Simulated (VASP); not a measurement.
Write the native input for VASP 6.6.1 that does the following.

```yaml
Task: single point
Functional: PBE
Potentials_or_basis: VASP PAW PBE potentials, release 64 (Li_sv, H)
Cutoff: 520 eV
k_mesh: 3 × 10 × 11
Occupations: gaussian, width 0.1 eV
Spin: no spin polarisation
Dipole_correction: no
Further_INCAR_settings: ALGO = Normal; EDIFF = 1e-06; NBANDS = 9; ISYM = 0
```

The structure of LiH lies in POSCAR:

```
LiH
1.0
    0.0000000000      2.0086193919      2.0086193919
    2.0086193919      0.0000000000      2.0086193919
    2.0086193919      2.0086193919      0.0000000000
Li H
1 1
Direct
    0.0000000000      0.0000000000      0.0000000000
    0.5000000000      0.5000000000      0.5000000000
```

These files were run (other wordings do the same):

INCAR

```
ALGO = Normal
EDIFF = 1E-6
ENCUT = 520
GGA = PE
ISIF = 2
ISMEAR = 0
ISYM = 0
LASPH = T
LCHARG = F
LREAL = F
LWAVE = F
NBANDS = 9
NELM = 80
PREC = Accurate
SIGMA = 0.1
```

KPOINTS

```
k-points
0
Gamma
  3 10 11
```

Potentials or basis: VASP PAW PBE potentials, release 64 (Li_sv, H).

Launch:

```bash
$ cat potpaw_PBE.64/Li_sv/POTCAR potpaw_PBE.64/H/POTCAR > POTCAR
$ mpirun -np 1 vasp_std > vasp.out
```

It gave:

The band gap on the k mesh is 3.31 eV, direct.

Caveat: the k points lie up to 0.90 Å⁻¹ apart.

It took 12 s on 1 thread of AMD EPYC 9R45 96-Core Processor (Zen 5) (shared host), peak memory 0.11 GiB.
